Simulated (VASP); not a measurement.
Here is a VASP 6.6.1 calculation.

Contents of INCAR:

```
SYSTEM = Be16Cl
ALGO = Normal
EDIFF = 1E-6
ENCUT = 520
GGA = PE
ISIF = 2
ISMEAR = 0
IVDW = 12
LASPH = .True.
LCHARG = .False.
LREAL = Auto
LWAVE = .False.
NBANDS = 34
NELM = 80
PREC = Accurate
SIGMA = 0.05
```

The input KPOINTS:

```
k-points
0
Gamma
  5 5 1
  0 0 0
```

File POSCAR:

```
Be16Cl
1.0
    4.5800000000      0.0000000000      0.0000000000
    2.2900000000      3.9663960000      0.0000000000
    0.0000000000      0.0000000000     16.3826450000
Be Cl
16 1
Direct
   -0.1666666667      0.3333333333      0.0610402044
    0.3333333333      0.3333333333      0.0610402044
   -0.1666666667      0.8333333333      0.0610402044
    0.3333333333      0.8333333333      0.0610402044
    0.0008611085     -0.0004265837      0.1725936197
    0.4995987185     -0.0003948169      0.1725923988
   -0.0000036937      0.4999964703      0.1718080933
    0.4995488257      0.5009040953      0.1725973431
   -0.1700894225      0.3299915087      0.2823865133
    0.3402526100      0.3299637757      0.2823947537
   -0.1701211998      0.8403419628      0.2823945096
    0.3333470151      0.8333963628      0.2778526300
    0.0101608237     -0.0050360579      0.3956620558
    0.4949715984     -0.0050143758      0.3956495425
    0.0000019854      0.5000811820      0.3792612243
    0.4949455355      0.5101822914      0.3956867160
    0.6666719504      0.1668892869      0.4972160478
```

Potentials or basis: VASP PAW PBE potentials, release 64 (Be, Cl).

Run with:

```console
$ cat potpaw_PBE.64/Be/POTCAR potpaw_PBE.64/Cl/POTCAR > POTCAR
$ mpirun -np 1 vasp_std > vasp.out
```

**Question.** What does it give for the band gap on the k mesh?

**Answer.** Zero (an odd number of electrons rules out a gap without spin polarisation).

**Question.** What does it give for the dispersion energy per atom?

**Answer.** -0.255 eV.

Forces in eV/Å, atoms in the order of the input:
```
Be  -0.122 -0.070 -0.027
Be   0.122 -0.070 -0.026
Be   0.000  0.141 -0.027
Be   0.000  0.000  0.052
Be  -0.004  0.003 -0.003
Be   0.004  0.002 -0.003
Be   0.001  0.001  0.010
Be   0.001 -0.005 -0.004
Be  -0.001 -0.001 -0.002
Be  -0.001  0.000 -0.004
Be   0.000 -0.001 -0.004
Be   0.000  0.000 -0.004
Be  -0.002  0.002  0.006
Be   0.002  0.002  0.007
Be   0.001  0.000  0.016
Be   0.000 -0.001  0.004
Cl  -0.001 -0.002  0.009
```

Caveat: an odd number of electrons without spin polarisation forces a metal; a magnetic or distorted state may lie lower.
